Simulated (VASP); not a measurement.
# SiO2 (P4_2/mnm) in VASP: notebook

Runs on SiO2. Level: PBE. Tasks: single point.

Program: VASP 6.6.1. These are calculated values, not measurements. Logs are shortened: lines on timing, memory, paths and dates and some standing lists are left out, and cuts for length are marked.

### Step 1. The cell of the first run

It takes space group P4_2/mnm (No. 136, tetragonal). Conventional cell: a = 4.575 Å, b = 4.575 Å, c = 2.906 Å, α = 90.00°, β = 90.00°, γ = 90.00°. Within 2.5 Å of Si (site symmetry mmm) lie 6 O at 1.92 to 1.99 Å. Within 2.5 Å of O (site symmetry m2m) lie 3 Si at 1.92 to 1.99 Å and 1 O at 2.50 Å.

### Step 2. Single point, PBE (strain +0.080 along x and y, +0.080 along z)

INCAR reads:

```
SYSTEM = SiO2
PREC     = Accurate       ! precision mode
ENCUT    = 520            ! plane-wave cutoff, eV
EDIFF    = 1E-6           ! SCF threshold, eV
ISMEAR   = 0              ! smearing method
SIGMA    = 0.05           ! smearing width, eV
LREAL    = .False.        ! projectors in reciprocal space
LASPH    = .True.         ! aspherical terms in the spheres
NELM     = 80             ! most SCF steps
ALGO     = Normal         ! electronic algorithm
ISIF     = 2              ! what is computed and relaxed
LWAVE    = .False.        ! write WAVECAR
LCHARG   = .False.        ! write CHGCAR
GGA      = PE             ! functional
NBANDS   = 25             ! bands
```

KPOINTS reads:

```
Automatic mesh
0
Gamma
  6 6 8
  0 0 0
```

POSCAR reads:

```
SiO2
1.0
    4.5750058570      0.0000000000      0.0000000000
    0.0000000000      4.5750058570      0.0000000000
    0.0000000000      0.0000000000      2.9057163548
Si O
2 4
Direct
    0.5000000000      0.5000000000      0.5000000000
    0.0000000000      0.0000000000      0.0000000000
    0.6930152167      0.6930152167      0.0000000000
    0.1930152167      0.8069847833      0.5000000000
    0.3069847833      0.3069847833      0.0000000000
    0.8069847833      0.1930152167      0.5000000000
```

Potentials or basis: VASP PAW PBE potentials, release 64 (Si, O).

Run with:

```
cat potpaw_PBE.64/Si/POTCAR potpaw_PBE.64/O/POTCAR > POTCAR
mpirun -np 1 vasp_std > vasp.out
```

OUTCAR:

```text
SYSTEM = SiO2
   PREC = Accurate
   ENCUT = 520
   EDIFF = 1E-6
   ISMEAR = 0
   LREAL = .False.
   LASPH = .True.
   NELM = 80
   ISIF = 2
   GGA = PE

 ion  position               nearest neighbor table
   1  0.500  0.500  0.500-   3 1.92   5 1.92   3 1.92   5 1.92   4 1.99   6 1.99
   2  0.000  0.000  0.000-   4 1.92   6 1.92   4 1.92   6 1.92   5 1.99   3 1.99
   3  0.693  0.693  0.000-   1 1.92   1 1.92   2 1.99
   4  0.193  0.807  0.500-   2 1.92   2 1.92   1 1.99
   5  0.307  0.307  0.000-   1 1.92   1 1.92   2 1.99
   6  0.807  0.193  0.500-   2 1.92   2 1.92   1 1.99

  LATTYP: Found a simple tetragonal cell.
 ALAT       =     4.5750058570
 C/A-ratio  =     0.6351284448

  Lattice vectors:

 A1 = (   4.5750058570,   0.0000000000,   0.0000000000)
 A2 = (   0.0000000000,   4.5750058570,   0.0000000000)
 A3 = (   0.0000000000,   0.0000000000,   2.9057163548)

Analysis of symmetry for initial positions (statically):
=====================================================================
 Subroutine PRICEL returns:
 Original cell was already a primitive cell.

 Routine SETGRP: Setting up the symmetry group for a
 simple tetragonal supercell.

 Subroutine GETGRP returns: Found 16 space group operations
 (whereof  8 operations were pure point group operations)
 out of a pool of 16 trial point group operations.

The static configuration has the point symmetry D_2h.
 The point group associated with its full space group is D_4h.

Analysis of symmetry for dynamics (positions and initial velocities):
=====================================================================
 Subroutine PRICEL returns:
 Original cell was already a primitive cell.

 Routine SETGRP: Setting up the symmetry group for a
 simple tetragonal supercell.

 Subroutine GETGRP returns: Found 16 space group operations
 (whereof  8 operations were pure point group operations)
 out of a pool of 16 trial point group operations.

The dynamic configuration has the point symmetry D_2h.
 The point group associated with its full space group is D_4h.

 Subroutine INISYM returns: Found 16 space group operations
 (whereof  8 operations are pure point group operations),
 and found     1 'primitive' translations

----------------------------------------------------------------------------------------

                                     Primitive cell

[... 87 lines left out ...]
   NGXF,Y,Z  is equivalent  to a cutoff of  26.16, 26.16, 27.46 a.u.
 SYSTEM =  SiO2
   PREC   = accura    normal or accurate (medium, high low for compatibility)
   ISTART =      0    job   : 0-new  1-cont  2-samecut
   ICHARG =      2    charge: 1-file 2-atom 10-const
   ISPIN  =      1    spin polarized calculation?
   LNONCOLLINEAR =      F non collinear calculations
   LSORBIT =      F    spin-orbit coupling
   LASPH  =      T    aspherical Exc in radial PAW
   ENCUT  =  520.0 eV  38.22 Ry    6.18 a.u.   8.51  8.51  5.40*2*pi/ulx,y,z
   NELM   =     80;   NELMIN=  2; NELMDL= -5     # of ELM steps
   EDIFF  = 0.1E-05   stopping-criterion for ELM
   LREAL  =      F    real-space projection
[... 7 lines left out ...]
   TEBEG  =    0.0;   TEEND  =   0.0 temperature during run
   PSTRESS=    0.0 pullay stress
   NELECT =      32.0000    total number of electrons
   NUPDOWN=      -1.0000    fix difference up-down
   EMIN   =  10.00;   EMAX   =-10.00  energy-range for DOS
   EFERMI =   0.00;   METHOD = LEGACY
   ISMEAR =     0;   SIGMA  =   0.05  broadening in eV -4-tet -1-fermi 0-gaus
   EFERMI_NEDOS =   21; number of points for ismear=-14 and -15
   IALGO  =     38    algorithm
   IMIX   =      4    mixing-type and parameters
     AMIX     =   0.40;   BMIX     =  1.00
     AMIX_MAG =   1.60;   BMIX_MAG =  1.00
  volume/ion in A,a.u.               =      10.14        68.40
  Fermi-wavevector in a.u.,A,eV,Ry     =   1.321638  2.497534 23.765678  1.746728
  Thomas-Fermi vector in A             =   2.451378
   LORBIT       =      0    0 simple, 1 ext, 2 COOP (PROOUT), +10 PAW based schemes
   GGA     = PE    functional components
   LHFCALC =     F    Hartree Fock is set to
   AEXX    =    0.0000 exact exchange contribution
   IVDW    =     0    specifies the selected vdW correction
   LEPSILON=     F    determine dielectric tensor
   LRPA    =     F    only Hartree local field effects (RPA)
 non-spin polarized calculation
 Gauss-broadening in eV      SIGMA  =   0.05
  energy-cutoff  :      520.00
  volume of cell :       60.82
 maximum number of plane-waves:      1654
 NGX is ok and might be reduce to    36
   NGX = 17   NGY = 17   NGZ = 11

 number of electron      32.0000013 magnetization

 Free energy of the ion-electron system (eV)
  ---------------------------------------------------
  ext. energy  EPLUGINS =         0.00000000
  ---------------------------------------------------
  free energy    TOTEN  =       -44.33645528 eV

  energy without entropy =      -44.33645528  energy(sigma->0) =      -44.33645528

 E-fermi :   5.2125     XC(G=0): -10.9375

 val. band max:        4.9280044190   @ k =   0.0000   0.0000   0.0000
 cond. band min:       6.4635730889   @ k =   0.0000   0.0000   0.0000
 fundamental gap:      1.5355686699
 Fermi energy:         5.2125031849

 k-point     1 :       0.0000    0.0000    0.0000
  band No.  band energies     occupation
      1     -15.1728      2.00000
      2     -12.7605      2.00000
      3     -12.7605      2.00000
      4     -12.6472      2.00000
      5      -4.4551      2.00000
      6      -0.1463      2.00000
[... 661 lines left out ...]
     24      16.2416      0.00000
     25      17.2767      0.00000

 [... further k-points ...]
[... 5 lines left out ...]
  --------------------------------------------------------------------------------------
  -------------------------------------------------------------------------------------
  Total      -14.3732431    -14.3732431    -18.6117244     -0.0000000      0.0000000      0.0000000
  in kB     -378.6420354   -378.6420354   -490.2986181     -0.0000000      0.0000000      0.0000000
  external PRESSURE =    -415.8608963 kB  Pullay stress =       0.0000000 kB

 VOLUME and BASIS-vectors are now :
 -----------------------------------------------------------------------------
  energy-cutoff  :      520.00
  volume of cell :       60.82
      direct lattice vectors                 reciprocal lattice vectors
     4.575005857  0.000000000  0.000000000     0.218578955  0.000000000  0.000000000
     0.000000000  4.575005857  0.000000000     0.000000000  0.218578955  0.000000000
     0.000000000  0.000000000  2.905716355     0.000000000  0.000000000  0.344149214

 POSITION                                       TOTAL-FORCE (eV/Angst)
 -----------------------------------------------------------------------------------
      2.28750      2.28750      1.45286        -0.000000      0.000000      0.000000
      0.00000      0.00000      0.00000        -0.000000      0.000000      0.000000
      3.17055      3.17055      0.00000        -0.835433     -0.835433      0.000000
      0.88305      3.69196      1.45286        -0.835433      0.835433     -0.000000
      1.40446      1.40446      0.00000         0.835433      0.835433     -0.000000
      3.69196      0.88305      1.45286         0.835433     -0.835433      0.000000
 -----------------------------------------------------------------------------------
    total drift:                                0.000000     -0.000000      0.000000

  FREE ENERGIE OF THE ION-ELECTRON SYSTEM (eV)
  ---------------------------------------------------
  free  energy   TOTEN  =       -44.3364552803 eV

  energy  without entropy=      -44.3364552803  energy(sigma->0) =      -44.33645528
```

OSZICAR:

```text
N       E                     dE             d eps       ncg     rms          rms(c)
DAV:   1     0.129404292510E+03    0.12940E+03   -0.16825E+04  2524   0.119E+03
DAV:   2    -0.410351752154E+02   -0.17044E+03   -0.16050E+03  3186   0.259E+02
DAV:   3    -0.487597514809E+02   -0.77246E+01   -0.76802E+01  3270   0.537E+01
DAV:   4    -0.488193703962E+02   -0.59619E-01   -0.59592E-01  3010   0.539E+00
DAV:   5    -0.488200042490E+02   -0.63385E-03   -0.63364E-03  3291   0.525E-01    0.141E+01
DAV:   6    -0.443237481001E+02    0.44963E+01   -0.13308E+01  3024   0.240E+01    0.589E+00
DAV:   7    -0.443385431140E+02   -0.14795E-01   -0.63654E-01  3041   0.483E+00    0.266E+00
DAV:   8    -0.443318032330E+02    0.67399E-02   -0.55101E-02  3190   0.179E+00    0.989E-01
DAV:   9    -0.443361322789E+02   -0.43290E-02   -0.13306E-02  3150   0.871E-01    0.260E-01
DAV:  10    -0.443364762151E+02   -0.34394E-03   -0.12870E-03  3095   0.228E-01    0.536E-02
DAV:  11    -0.443364525100E+02    0.23705E-04   -0.91093E-05  3280   0.671E-02    0.227E-02
DAV:  12    -0.443364551955E+02   -0.26854E-05   -0.69676E-06  3065   0.186E-02    0.491E-03
DAV:  13    -0.443364552803E+02   -0.84797E-07   -0.30933E-07  2219   0.350E-03
   1 F= -.44336455E+02 E0= -.44336455E+02  d E =-.851850E-18
```

It took 27 s on 1 thread of Intel Xeon 6975P-C (Granite Rapids), shared host; peak memory 0.2 GiB.

Results:

- Free energy: -44.3365 eV
- Pressure: -41.6 GPa
- Largest force: 1.181 eV/Å
- Band gap on the k mesh: 1.54 eV, direct

Forces on the atoms (eV/Å):
```
Si   0.000  0.000  0.000
Si   0.000  0.000  0.000
O   -0.835 -0.835  0.000
O   -0.835  0.835  0.000
O    0.835  0.835  0.000
O    0.835 -0.835  0.000
```

Levels at points of the mesh, in eV from the valence-band top:
| k point | band 14 | band 15 | band 16 | band 17 | band 18 | band 19 |
| --- | --- | --- | --- | --- | --- | --- |
| (0.00, 0.00, 0.00) | -0.72 | -0.72 | 0.00 | 1.54 | 5.33 | 6.44 |
| (0.50, 0.00, 0.00) | -2.18 | -0.82 | -0.82 | 4.36 | 4.36 | 7.21 |
| (0.50, 0.50, 0.00) | -2.08 | -1.53 | -1.53 | 4.36 | 4.36 | 7.70 |
| (0.00, 0.00, 0.50) | -1.98 | -1.85 | -1.85 | 5.74 | 5.74 | 9.62 |
| (0.50, 0.00, 0.50) | -1.72 | -1.19 | -1.19 | 5.82 | 5.82 | 7.11 |
| (0.50, 0.50, 0.50) | -1.34 | -1.05 | -1.05 | 4.30 | 4.30 | 8.80 |

Caveat: the cell differs from its parent crystal (strain +0.080 along x and y, +0.080 along z); forces of over 1 eV/Å act on the atoms, so gaps and moduli don't describe the material at rest.

### Step 3. Single point, PBE (strain +0.000 along x and y, -0.080 along z)

INCAR reads:

```
PREC     = Accurate       # precision mode
ENCUT    = 910            # plane-wave cutoff, eV
EDIFF    = 1E-6           # SCF threshold, eV
ISMEAR   = 0              # smearing method
SIGMA    = 0.05           # smearing width, eV
LREAL    = F              # projectors in reciprocal space
LASPH    = T              # aspherical terms in the spheres
NELM     = 120            # most SCF steps
ALGO     = Normal         # electronic algorithm
ISIF     = 2              # what is computed and relaxed
LWAVE    = F              # write WAVECAR
LCHARG   = T              # write CHGCAR
GGA      = PE             # functional
LELF     = T              # ELF
LVHAR    = T            
NBANDS   = 25             # bands
GGA_COMPAT= F
```

KPOINTS reads:

```
Automatic mesh
0
Gamma
  6 6 8
```

POSCAR, as its differences from that of step 2:

```diff
@@ -2,5 +2,5 @@
 1.0
-    4.5750058570      0.0000000000      0.0000000000
-    0.0000000000      4.5750058570      0.0000000000
-    0.0000000000      0.0000000000      2.9057163548
+    4.2361165343      0.0000000000      0.0000000000
+    0.0000000000      4.2361165343      0.0000000000
+    0.0000000000      0.0000000000      2.4752398578
 Si O
```

Potentials or basis: VASP PAW PBE potentials, release 64 (Si, O_h).

Run with:

```
cat potpaw_PBE.64/Si/POTCAR potpaw_PBE.64/O_h/POTCAR > POTCAR
mpirun -np 1 vasp_std > vasp.out
```

Wall time 69 s (1 thread of Intel Xeon Platinum 8375C at 2.90GHz (Ice Lake), shared host); peak memory 0.25 GiB.

The run converged. Its results:

```yaml
Free_energy: -45.5574 eV
Pressure: 35.8 GPa
Largest_force: 0.298 eV/Å
Band_gap_on_the_k_mesh: 6.75 eV, direct
```

Forces on the atoms (eV/Å):
```
Si   0.000  0.000  0.000
Si   0.000  0.000  0.000
O    0.211  0.211  0.000
O    0.211 -0.211  0.000
O   -0.211 -0.211  0.000
O   -0.211  0.211  0.000
```

Stress tensor (GPa, compression positive):
```
16.92  0.00  0.00
 0.00 16.92  0.00
 0.00  0.00 73.62
```

Levels at points of the mesh, in eV from the valence-band top:
| k point | band 12 | band 13 | band 14 | band 15 | band 16 | band 17 | band 18 | band 19 | band 20 | band 21 |
| --- | --- | --- | --- | --- | --- | --- | --- | --- | --- | --- |
| (0.00, 0.00, 0.00) | -2.60 | -1.98 | -0.94 | -0.94 | 0.00 | 6.75 | 8.51 | 10.23 | 10.23 | 11.34 |
| (0.50, 0.00, 0.00) | -3.61 | -2.21 | -2.21 | -1.20 | -1.20 | 9.14 | 9.14 | 10.54 | 10.54 | 11.18 |
| (0.50, 0.50, 0.00) | -2.68 | -2.64 | -2.64 | -2.46 | -2.46 | 8.88 | 8.88 | 11.44 | 11.44 | 12.88 |
| (0.00, 0.00, 0.50) | -4.75 | -2.88 | -2.88 | -2.77 | -2.77 | 9.69 | 9.69 | 12.56 | 12.56 | 13.11 |
| (0.50, 0.00, 0.50) | -4.07 | -2.45 | -2.45 | -1.77 | -1.77 | 9.23 | 9.23 | 9.74 | 9.74 | 12.50 |
| (0.50, 0.50, 0.50) | -4.66 | -1.98 | -1.98 | -1.56 | -1.56 | 7.64 | 7.64 | 11.15 | 11.15 | 11.71 |

Caveat: the cell differs from its parent crystal (strain +0.000 along x and y, -0.080 along z); the cutoff is under 1.25 times the usual one of these potentials, so pressure, stress and relaxed cells hold a basis-set (Pulay) error. A k mesh can miss the band edges.
